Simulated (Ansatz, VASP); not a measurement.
**Fe: VASP beside Ansatz**

```
Fe
1.0
    -1.41574    1.41574    1.41575
     1.41574   -1.41574    1.41575
     1.41574    1.41574   -1.41575
Fe
1
Cartesian
  0.0000 0.0000 1.4157
```

Alike in both runs: functional PBE; k mesh 20 × 20 × 20; occupations gaussian, width 0.1 eV; collinear spin.

Ansatz relaxed the structure, and its values are those at the end. VASP's run is a single point on that final structure, the one shown.

|  | VASP | Ansatz |
| --- | --- | --- |
| version | VASP 6.6.1 | Ansatz 0.2.0 |
| potentials or method | VASP PAW PBE potentials, release 64 (Fe), cutoff 520 eV | scalar-relativistic, plane waves, PAW |
| valence electrons in the cell | 8 | 16 |

Ansatz gave:

| Item | Value |
| --- | --- |
| gap on the k mesh at the Fermi level (eV) | none |
| pressure (GPa) | 0.0 |
| net moment per atom (μB) | 2.17 |
| size of the moment on the site where the two differ most (μB) | 2.22 |

Problem. Which values does VASP return?

Solution. gap on the k mesh at the Fermi level (eV): none; pressure (GPa): 0.2; net moment per atom (μB): 2.20; size of the moment on the site where the two differ most (μB): 2.19.

Site moments also hang on the region over which each program counts them. A gap of «none» marks a metal or a gap that the smearing closes. The functional is the same, so the differences come from potentials, cutoffs and numerics. VASP's potentials hold 8 valence electrons a cell and Ansatz's 16, so a difference there can come from the potentials and not from the codes. Ansatz's warnings: structure snapped to symmetry.
